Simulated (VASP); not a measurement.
# KCl (Pm-3m) in VASP: further runs

KCl is run at these levels: LDA, PBE-based screened hybrid, PBEsol; tasks: single point.

Everything below comes from runs of VASP 6.6.1. Logs are shortened: lines on timing, memory, paths and dates and some standing lists are left out, and cuts for length are marked.

### Step 1. The cell of the first run

The structure is cubic, space group Pm-3m (No. 221). Conventional cell: a = 3.839 Å, b = 3.839 Å, c = 3.839 Å, α = 90.00°, β = 90.00°, γ = 90.00°. K (site symmetry m-3m) has 8 Cl at 3.32 Å and 6 K at 3.84 Å within 4.4 Å. Cl (site symmetry m-3m) has 8 K at 3.32 Å and 6 Cl at 3.84 Å within 4.4 Å.

### Step 2. Single point, LDA

File INCAR:

```
ALGO = Normal
EDIFF = 1E-7
ENCUT = 520
ISIF = 2
ISMEAR = -1
LASPH = True
LCHARG = False
LREAL = False
LWAVE = False
NBANDS = 15
NELM = 100
PREC = Accurate
SIGMA = 0.05
```

File KPOINTS:

```
k-points
0
Gamma
  7 7 7
```

File POSCAR:

```
KCl
1.0
    3.8391960000      0.0000000000      0.0000000000
    0.0000000000      3.8391960000      0.0000000000
    0.0000000000      0.0000000000      3.8391960000
K Cl
1 1
Direct
    0.0000000000      0.0000000000      0.0000000000
    0.5000000000      0.5000000000      0.5000000000
```

Potentials or basis: VASP PAW LDA potentials, release 64 (K_sv, Cl).

On the command line:

```
$ cat potpaw_LDA.64/K_sv/POTCAR potpaw_LDA.64/Cl/POTCAR > POTCAR
$ mpirun -np 1 vasp_std > vasp.out
```

OUTCAR:

```text
EDIFF = 1E-7
   ENCUT = 520
   ISIF = 2
   ISMEAR = -1
   LASPH = True
   LREAL = False
   NELM = 100
   PREC = Accurate

 ion  position               nearest neighbor table
   1  0.000  0.000  0.000-
   2  0.500  0.500  0.500-

  LATTYP: Found a simple cubic cell.
 ALAT       =     3.8391960000

  Lattice vectors:

 A1 = (   3.8391960000,   0.0000000000,   0.0000000000)
 A2 = (   0.0000000000,   3.8391960000,   0.0000000000)
 A3 = (   0.0000000000,   0.0000000000,   3.8391960000)

Analysis of symmetry for initial positions (statically):
=====================================================================
 Subroutine PRICEL returns:
 Original cell was already a primitive cell.

 Routine SETGRP: Setting up the symmetry group for a
 simple cubic supercell.

 Subroutine GETGRP returns: Found 48 space group operations
 (whereof 48 operations were pure point group operations)
 out of a pool of 48 trial point group operations.

The static configuration has the point symmetry O_h .

Analysis of symmetry for dynamics (positions and initial velocities):
=====================================================================
 Subroutine PRICEL returns:
 Original cell was already a primitive cell.

 Routine SETGRP: Setting up the symmetry group for a
 simple cubic supercell.

 Subroutine GETGRP returns: Found 48 space group operations
 (whereof 48 operations were pure point group operations)
 out of a pool of 48 trial point group operations.

The dynamic configuration has the point symmetry O_h .

 Subroutine INISYM returns: Found 48 space group operations
 (whereof 48 operations are pure point group operations),
 and found     1 'primitive' translations

----------------------------------------------------------------------------------------

                                     Primitive cell

  volume of cell :      56.5875

  direct lattice vectors                    reciprocal lattice vectors
     3.839196000  0.000000000  0.000000000     0.260471203  0.000000000  0.000000000
     0.000000000  3.839196000  0.000000000     0.000000000  0.260471203  0.000000000
     0.000000000  0.000000000  3.839196000     0.000000000  0.000000000  0.260471203

  length of vectors
     3.839196000  3.839196000  3.839196000     0.260471203  0.260471203  0.260471203

  position of ions in fractional coordinates (direct lattice)
     0.000000000  0.000000000  0.000000000
     0.500000000  0.500000000  0.500000000

  ion indices of the primitive-cell ions
   primitive index   ion index
                 1           1
                 2           2

----------------------------------------------------------------------------------------

 KPOINTS: k-points

Automatic generation of k-mesh.
 Grid dimensions read from file:
 generate k-points for:    7    7    7

 Generating k-lattice:

  Cartesian coordinates                     Fractional coordinates (reciprocal lattice)
     0.037210172  0.000000000  0.000000000     0.142857143  0.000000000  0.000000000
     0.000000000  0.037210172  0.000000000     0.000000000  0.142857143  0.000000000
     0.000000000  0.000000000  0.037210172     0.000000000  0.000000000  0.142857143

  Length of vectors
     0.037210172  0.037210172  0.037210172

  Shift w.r.t. Gamma in fractional coordinates (k-lattice)
     0.000000000  0.000000000  0.000000000

 Subroutine IBZKPT returns following result:
 ===========================================

 Found     20 irreducible k-points:

 Following reciprocal coordinates:
            Coordinates               Weight
  0.000000  0.000000  0.000000      1.000000
  0.142857  0.000000  0.000000      6.000000
  0.285714  0.000000  0.000000      6.000000
  0.428571  0.000000  0.000000      6.000000
  0.142857  0.142857  0.000000     12.000000
  0.285714  0.142857  0.000000     24.000000
[... 12 lines left out ...]
  0.428571  0.428571  0.285714     24.000000
  0.428571  0.428571  0.428571      8.000000
   k-points           NKPTS =     20   k-points in BZ     NKDIM =     20   number of bands    NBANDS=     15
   number of dos      NEDOS =    301   number of ions     NIONS =      2
   total plane-waves  NPLWV =  27000
   dimension x,y,z NGX =    30 NGY =   30 NGZ =   30
   dimension x,y,z NGXF=    60 NGYF=   60 NGZF=   60
   ions per type =               1   1
   NGX,Y,Z   is equivalent  to a cutoff of  12.99, 12.99, 12.99 a.u.
   NGXF,Y,Z  is equivalent  to a cutoff of  25.98, 25.98, 25.98 a.u.
 SYSTEM =  unknown system
   PREC   = accura    normal or accurate (medium, high low for compatibility)
   ISTART =      0    job   : 0-new  1-cont  2-samecut
   ICHARG =      2    charge: 1-file 2-atom 10-const
   ISPIN  =      1    spin polarized calculation?
   LNONCOLLINEAR =      F non collinear calculations
   LSORBIT =      F    spin-orbit coupling
   LASPH  =      T    aspherical Exc in radial PAW
   ENCUT  =  520.0 eV  38.22 Ry    6.18 a.u.   7.14  7.14  7.14*2*pi/ulx,y,z
   NELM   =    100;   NELMIN=  2; NELMDL= -5     # of ELM steps
   EDIFF  = 0.1E-06   stopping-criterion for ELM
   LREAL  =      F    real-space projection
   EDIFFG = 0.1E-05   stopping-criterion for IOM
   NSW    =      0    number of steps for IOM
   IBRION =     -1    ionic relax: 0-MD 1-quasi-New 2-CG
   NFREE  =      0    steps in history (QN), initial steepest desc. (CG)
   ISIF   =      2    stress and relaxation
   ISYM   =      2    0-nonsym 1-usesym 2-fastsym
   POTIM  = 0.5000    time-step for ionic-motion
   TEBEG  =    0.0;   TEEND  =   0.0 temperature during run
   PSTRESS=    0.0 pullay stress
   NELECT =      16.0000    total number of electrons
   NUPDOWN=      -1.0000    fix difference up-down
   EMIN   =  10.00;   EMAX   =-10.00  energy-range for DOS
   EFERMI =   0.00;   METHOD = LEGACY
   ISMEAR =    -1;   SIGMA  =   0.05  broadening in eV -4-tet -1-fermi 0-gaus
   EFERMI_NEDOS =   21; number of points for ismear=-14 and -15
   IALGO  =     38    algorithm
   IMIX   =      4    mixing-type and parameters
     AMIX     =   0.40;   BMIX     =  1.00
     AMIX_MAG =   1.60;   BMIX_MAG =  1.00
  volume/ion in A,a.u.               =      28.29       190.94
  Fermi-wavevector in a.u.,A,eV,Ry     =   1.074504  2.030517 15.708715  1.154558
  Thomas-Fermi vector in A             =   2.210334
   LORBIT       =      0    0 simple, 1 ext, 2 COOP (PROOUT), +10 PAW based schemes
   GGA     = CA    functional components
   LHFCALC =     F    Hartree Fock is set to
   AEXX    =    0.0000 exact exchange contribution
   IVDW    =     0    specifies the selected vdW correction
   LEPSILON=     F    determine dielectric tensor
   LRPA    =     F    only Hartree local field effects (RPA)
 non-spin polarized calculation
  energy-cutoff  :      520.00
  volume of cell :       56.59
 maximum number of plane-waves:      1532
 NGX is ok and might be reduce to    30
   NGX = 15   NGY = 15   NGZ = 15

 number of electron      16.0000008 magnetization

 Free energy of the ion-electron system (eV)
  ---------------------------------------------------
  ext. energy  EPLUGINS =         0.00000000
  ---------------------------------------------------
  free energy    TOTEN  =        -7.25541056 eV

  energy without entropy =       -7.25541056  energy(sigma->0) =       -7.25541056

 E-fermi :  -0.0028     XC(G=0):  -8.6224

 val. band max:       -1.0930801394   @ k =   0.4286   0.4286   0.0000
 cond. band min:       3.2984663884   @ k =   0.0000   0.0000   0.0000
 fundamental gap:      4.3915465278
 Fermi energy:        -0.0028228791

 k-point     1 :       0.0000    0.0000    0.0000
  band No.  band energies     occupation
      1     -28.7471      2.00000
      2     -13.5557      2.00000
      3     -12.3656      2.00000
      4     -12.3656      2.00000
      5     -12.3656      2.00000
      6      -1.2823      2.00000
      7      -1.2823      2.00000
      8      -1.2823      2.00000
      9       3.2985      0.00000
     10       5.1720      0.00000
     11       5.1720      0.00000
     12       9.4120      0.00000
     13       9.4120      0.00000
     14       9.4120      0.00000
     15      12.4329      0.00000

 k-point     2 :       0.1429    0.0000    0.0000
  band No.  band energies     occupation
      1     -28.7431      2.00000
      2     -13.5886      2.00000
      3     -12.3595      2.00000
      4     -12.3595      2.00000
      5     -12.3411      2.00000
      6      -1.6772      2.00000
      7      -1.2839      2.00000
      8      -1.2839      2.00000
      9       3.7788      0.00000
     10       5.3386      0.00000
     11       5.5820      0.00000
     12       9.3233      0.00000
     13       9.3233      0.00000
     14       9.5080      0.00000
     15      11.6343      0.00000

 k-point     3 :       0.2857    0.0000    0.0000
  band No.  band energies     occupation
      1     -28.7343      2.00000
      2     -13.6642      2.00000
      3     -12.3455      2.00000
      4     -12.3455      2.00000
      5     -12.2804      2.00000
      6      -2.3883      2.00000
      7      -1.2884      2.00000
      8      -1.2884      2.00000
      9       4.8320      0.00000
     10       5.8088      0.00000
     11       6.4656      0.00000
     12       9.2030      0.00000
     13       9.2030      0.00000
     14       9.7496      0.00000
     15      10.1760      0.00000
[... 271 lines left out ...]
 k-point    19 :       0.4286    0.4286    0.2857
  band No.  band energies     occupation
      1     -28.6975      2.00000
      2     -13.2332      2.00000
      3     -12.5590      2.00000
      4     -12.5342      2.00000
      5     -12.4593      2.00000
      6      -2.3489      2.00000
      7      -2.3418      2.00000
      8      -1.9683      2.00000
      9       6.1446      0.00000
     10       7.2485      0.00000
     11       7.3896      0.00000
     12       7.7344      0.00000
     13       8.8075      0.00000
     14       8.9037      0.00000
     15      11.2394      0.00000

 k-point    20 :       0.4286    0.4286    0.4286
  band No.  band energies     occupation
      1     -28.6912      2.00000
      2     -13.1649      2.00000
      3     -12.5397      2.00000
      4     -12.5397      2.00000
      5     -12.5389      2.00000
      6      -2.3835      2.00000
      7      -2.3835      2.00000
      8      -2.3480      2.00000
      9       6.9938      0.00000
     10       7.2982      0.00000
     11       7.2982      0.00000
     12       8.4511      0.00000
     13       8.6059      0.00000
     14       8.6059      0.00000
     15      11.2059      0.00000

------------------------ aborting loop because EDIFF is reached ----------------------------------------

  FORCE on cell =-STRESS in cart. coord.  units (eV):
  Direction    XX          YY          ZZ          XY          YZ          ZX
  --------------------------------------------------------------------------------------
  -------------------------------------------------------------------------------------
  Total       -1.1057884     -1.1057884     -1.1057884      0.0000000     -0.0000000      0.0000000
  in kB      -31.3084628    -31.3084628    -31.3084628      0.0000000     -0.0000000      0.0000000
  external PRESSURE =     -31.3084628 kB  Pullay stress =       0.0000000 kB

 VOLUME and BASIS-vectors are now :
 -----------------------------------------------------------------------------
  energy-cutoff  :      520.00
  volume of cell :       56.59
      direct lattice vectors                 reciprocal lattice vectors
     3.839196000  0.000000000  0.000000000     0.260471203  0.000000000  0.000000000
     0.000000000  3.839196000  0.000000000     0.000000000  0.260471203  0.000000000
     0.000000000  0.000000000  3.839196000     0.000000000  0.000000000  0.260471203

 POSITION                                       TOTAL-FORCE (eV/Angst)
 -----------------------------------------------------------------------------------
      0.00000      0.00000      0.00000         0.000000      0.000000      0.000000
      1.91960      1.91960      1.91960         0.000000      0.000000      0.000000
 -----------------------------------------------------------------------------------
    total drift:                                0.000000      0.000000     -0.000000

  FREE ENERGIE OF THE ION-ELECTRON SYSTEM (eV)
  ---------------------------------------------------
  free  energy   TOTEN  =        -7.2554105645 eV

  energy  without entropy=       -7.2554105644  energy(sigma->0) =       -7.25541056
```

Wall time 16 s (1 thread of Intel Xeon 6975P-C (Granite Rapids), shared host); peak memory 0.15 GiB.

Results:

| Quantity | Value |
| --- | --- |
| Free energy | -7.2554 eV |
| Pressure | -3.1 GPa |
| Band gap on the k mesh | 4.39 eV, indirect (least direct gap 4.58 eV) |

Levels at points of the mesh, in eV from the valence-band top:
| k point | band 5 | band 6 | band 7 | band 8 | band 9 | band 10 | band 11 | band 12 |
| --- | --- | --- | --- | --- | --- | --- | --- | --- |
| (0.00, 0.00, 0.00) | -11.27 | -0.19 | -0.19 | -0.19 | 4.39 | 6.27 | 6.27 | 10.51 |

(Part 1 of 2 ends here.)
